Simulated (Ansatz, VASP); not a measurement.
**One calculation of Sc, two programs**

The input INCAR:

```
PREC = Accurate
ENCUT = 520
EDIFF = 1E-7
ISMEAR = -1
SIGMA = 0.03
LREAL = F
LASPH = T
NELM = 100
ALGO = Normal
ISIF = 2
LWAVE = F
LCHARG = F
GGA = PS
NBANDS = 12
```

File KPOINTS:

```
regular mesh
0
Gamma
  12 12 12
```

Contents of POSCAR:

```
Sc
1.0
    0.0000000000      2.2705000000      2.2705000000
    2.2705000000      0.0000000000      2.2705000000
    2.2705000000      2.2705000000      0.0000000000
Sc
1
Direct
    0.0000000000      0.0000000000      0.0000000000
```

Input for Ansatz:

```yaml
crystal:
  lattice:
    - [0.0, 2.2705, 2.2705]
    - [2.2705, 0.0, 2.2705]
    - [2.2705, 2.2705, 0.0]
  atoms:
    - { symbol: Sc, position: [0.0, 0.0, 0.0] }
kpoints:
  mp_grid: { grid: [12, 12, 12] }
  band_path:
    path:
      - [0.0, 0.0, 0.0]
      - [0.5, 0.0, 0.5]
      - [0.625, 0.25, 0.625]
      - [0.375, 0.375, 0.75]
      - [0.0, 0.0, 0.0]
      - [0.5, 0.5, 0.5]
      - [0.5, 0.25, 0.75]
      - [0.5, 0.0, 0.5]
    npoints: 14
scf:
  occupations: { method: fermi_dirac, width: 0.03 }
hamiltonian:
  xc: pbesol
  pseudopotentials: { kind: all_electron, lapw: { basis_error: 0.00025 } }
output:
  forces: true
  stress: true
  eigenvalues: true
  fatbands: true
  populations: true
  dos: { projected: true, de: 0.2, e_range: [-14, 8] }
```

Alike in both runs: task single point; functional PBEsol; k mesh 12 × 12 × 12; occupations fermi-dirac, width 0.03 eV; no spin polarisation.

```csv
,VASP,Ansatz
version,VASP 6.6.1,Ansatz 0.2.0
potentials or method,"VASP PAW PBE potentials, release 64 (Sc_sv), cutoff 520 eV","all-electron LAPW, scalar-relativistic"
```

|  | VASP | Ansatz | Ansatz less VASP |
| --- | --- | --- | --- |
| pressure (GPa) | 0.5 | 0.5 | 0.00 |

VASP's potentials were made for PBE, not for PBEsol. Ansatz ran all-electron here, and VASP with PAW potentials.
